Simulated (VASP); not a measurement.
Input of a VASP 6.6.1 run:

File INCAR:

```
SYSTEM = AlIn3Sb2N2
PREC     = Accurate       ! precision mode
ENCUT    = 520            ! plane-wave cutoff, eV
EDIFF    = 1E-6           ! SCF threshold, eV
ISMEAR   = 0              ! smearing method
SIGMA    = 0.2            ! smearing width, eV
LREAL    = .FALSE.        ! projectors in reciprocal space
LASPH    = .TRUE.         ! aspherical terms in the spheres
NELM     = 60             ! most SCF steps
ALGO     = Normal         ! electronic algorithm
ISIF     = 2              ! what is computed and relaxed
LWAVE    = .FALSE.        ! write WAVECAR
LCHARG   = .FALSE.        ! write CHGCAR
GGA      = PE             ! functional
NBANDS   = 41             ! bands
```

KPOINTS

```
regular mesh
0
G
  6 6 2
  0 0 0
```

The input POSCAR:

```
AlIn3Sb2N2
1.0
    3.4135011598     -0.0763841742      0.0185096282
   -1.7726294015      2.8402636796     -0.0113103707
    0.1103710734     -0.0159587182     17.6067475887
Al In Sb N
1 3 2 2
Direct
    0.2761288349      0.6088218851      0.0232380086
    0.6140772898      0.2859852673      0.8652465783
    0.3669199655      0.3966347680      0.5248974644
    0.6001253473      0.2810091918      0.1808580287
    0.6555924939      1.2681242611      0.6869541607
    0.6037844259      0.2818324079      0.3455099734
    0.6111540824      0.2829244831      0.9932278870
    0.2722175604      0.5946677357      0.1300678990
```

Potentials or basis: VASP PAW PBE potentials, release 64 (Al, In_d, Sb, N).

The run is started by

```sh
$ cat potpaw_PBE.64/Al/POTCAR potpaw_PBE.64/In_d/POTCAR potpaw_PBE.64/Sb/POTCAR potpaw_PBE.64/N/POTCAR > POTCAR
$ mpirun -np 1 vasp_std > vasp.out
```

(1) Predict the largest force.

(2) What does it give for the band gap on the k mesh?

(3) Estimate the pressure.

Results:

(1) 0.032 eV/Å.

(2) zero (bands 31 and 32 overlap by 3.81 eV).

(3) -0.1 GPa.

Caveat: the k points lie up to 0.37 Å⁻¹ apart, too coarse for converged energies and pressures of a metal; spin-orbit coupling is left out, which moves the levels of the heavy elements.
